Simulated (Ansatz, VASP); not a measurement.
Pt in VASP and in Ansatz

```
Pt
1.0
    -1.79451    1.38489    1.61896
     1.32638   -1.73599    1.50193
     1.79451    1.73599   -1.97006
Pt
1
Direct
  0.00000 0.00000 0.00000
```

Change from the starting cell: engineering shear strain xz -0.3000, engineering shear strain yz -0.2250.

Alike in both runs: task single point; functional PBEsol; k mesh 20 × 20 × 20; occupations gaussian, width 0.15 eV; no spin polarisation.

|  | VASP | Ansatz |
| --- | --- | --- |
| version | VASP 6.6.1 | Ansatz 0.2.0 |
| potentials or method | VASP PAW PBE potentials, release 64 (Pt), cutoff 520 eV | scalar-relativistic, plane waves, PAW |
| valence electrons in the cell | 10 | 18 |

```tsv
	VASP	Ansatz	Ansatz less VASP
gap on the k mesh at the Fermi level (eV)	none	none	-
pressure (GPa)	58.0	59.5	+1.49
traceless stress, the component that is largest in VASP (GPa)	53.17	54.54	+1.369
```

VASP's potentials were made for PBE, not for PBEsol, and Ansatz warns of the same on its side. A gap of «none» marks a metal or a gap that the smearing closes. Both programs put the cell under a high pressure, so it lies far from rest at this level. With one functional, cell and mesh, what is left measures potentials, basis and numerics. VASP's potentials hold 10 valence electrons a cell and Ansatz's 18, so a difference there can come from the potentials and not from the codes.

Spin-orbit coupling is off throughout.
